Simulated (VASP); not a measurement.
The system is AlRu.

```
CELL_PARAMETERS angstrom
2.98250 0.00000 0.00000
0.00000 2.98250 0.00000
0.00000 0.00000 2.98250
ATOMIC_POSITIONS crystal
Al 0.00000 0.00000 0.00000
Ru 0.50000 0.50000 0.50000
```

| Quantity | Value |
| --- | --- |
| Program | VASP 6.6.1 |
| Task | relaxation of cell and atoms |
| Functional | PBE |
| Potentials or basis | VASP PAW PBE potentials, release 64 (Al, Ru_pv) |
| Cutoff | 500 eV |
| k mesh | 6 × 6 × 6 |
| Occupations | gaussian, width 0.1 eV |
| Spin | no spin polarisation |

At the start: pressure 4.5 GPa; volume 13.27 Å³/atom.

Problem. How do energy, volume and symmetry change on relaxing?

Solution. Over 3 steps the energy falls by 3.9 meV/atom and the volume is 13.55 Å³/atom (+2.1 %); space group Pm-3m (No. 221, to 0.1 Å) before and after.

Step by step:
```
step  energy change (eV)  largest force (eV/Å)  pressure (GPa)  volume (Å³)
   1              0.0000                0.0000            4.50        26.53
   2              0.0100                0.0000           -6.17        27.99
   3             -0.0077                0.0000           -0.03        27.10
```

Final structure:
```
Al Ru
1.0
     3.00358    0.00000    0.00000
     0.00000    3.00358    0.00000
     0.00000    0.00000    3.00358
Al Ru
1 1
Direct
  0.00000 0.00000 0.00000
  0.50000 0.50000 0.50000
```
